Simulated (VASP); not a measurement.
Input of a VASP 6.6.1 run:

File INCAR:

```
  PREC = Accurate
  ENCUT = 600
  EDIFF = 1E-6
  ISMEAR = 0
  SIGMA = 0.02
  LREAL = F
  LASPH = T
  NELM = 100
  ALGO = Normal
  ISIF = 3
  LWAVE = F
  LCHARG = F
  GGA = PE
  IVDW = 12
  IBRION = 2
  NSW = 100
  EDIFFG = -0.005
```

KPOINTS

```
Automatic mesh
0
Gamma
  8 8 4
```

POSCAR

```
Cl
1.0
    3.1200000000     -2.2400000000      0.0000000000
    3.1200000000      2.2400000000      0.0000000000
    0.0000000000      0.0000000000      8.2600000000
Cl
4
Direct
    0.1300000000      0.8700000000      0.1000000000
    0.6300000000      0.3700000000      0.4000000000
    0.8700000000      0.1300000000      0.9000000000
    0.3700000000      0.6300000000      0.6000000000
```

Potentials or basis: VASP PAW PBE potentials, release 64 (Cl).

Run with:

```bash
$ cat potpaw_PBE.64/Cl/POTCAR > POTCAR
$ mpirun -np 1 vasp_std > vasp.out
```

Problem. Predict the dispersion energy per atom.

Solution. -0.162 eV.

Problem. Estimate the relaxed cell.

Solution. a = 3.865 Å, b = 3.865 Å, c = 8.110 Å, α = 90.00°, β = 90.00°, γ = 64.20°.

Problem. Predict the relaxed volume.

Solution. 27.27 Å³/atom.

Forces in eV/Å, atoms in the order of the input:
```
Cl   0.000  0.003 -0.004
Cl   0.000  0.003  0.004
Cl   0.000 -0.003  0.004
Cl   0.000 -0.003 -0.004
```
